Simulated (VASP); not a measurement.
A run of VASP 6.6.1:

INCAR

```
SYSTEM = Tc3Mo
PREC = Accurate
ENCUT = 520
EDIFF = 1E-6
ISMEAR = -1
SIGMA = 0.1
LREAL = .False.
LASPH = .True.
NELM = 100
ALGO = Normal
ISIF = 2
LWAVE = .False.
LCHARG = .True.
GGA = PS
LELF = .True.
LVHAR = .True.
NBANDS = 34
```

File KPOINTS:

```
regular mesh
0
Gamma
  7 7 7
  0 0 0
```

The input POSCAR:

```
Tc3Mo
1.0
    3.9143190000      0.0000000000      0.0000000000
    0.0000000000      3.9143190000      0.0000000000
    0.0000000000      0.0000000000      3.9143190000
Tc Mo
3 1
Direct
    0.0000000000      0.5000000000      0.5000000000
    0.5000000000      0.0000000000      0.5000000000
    0.5000000000      0.5000000000      0.0000000000
    0.0000000000      0.0000000000      0.0000000000
```

Potentials or basis: VASP PAW PBE potentials, release 64 (Tc_pv, Mo_sv).

Launch:

```console
$ cat potpaw_PBE.64/Tc_pv/POTCAR potpaw_PBE.64/Mo_sv/POTCAR > POTCAR
$ mpirun -np 1 vasp_std > vasp.out
```

Hardware: 1 thread of Intel(R) Xeon(R) 6975P-C (Granite Rapids), on a shared host.

Problem. Estimate the wall time of this run.

Solution. Wall time 16 s on 1 thread of Intel(R) Xeon(R) 6975P-C (Granite Rapids), on a shared host, peak memory 0.19 GiB. Counts: scf iterations 13, k points 20.
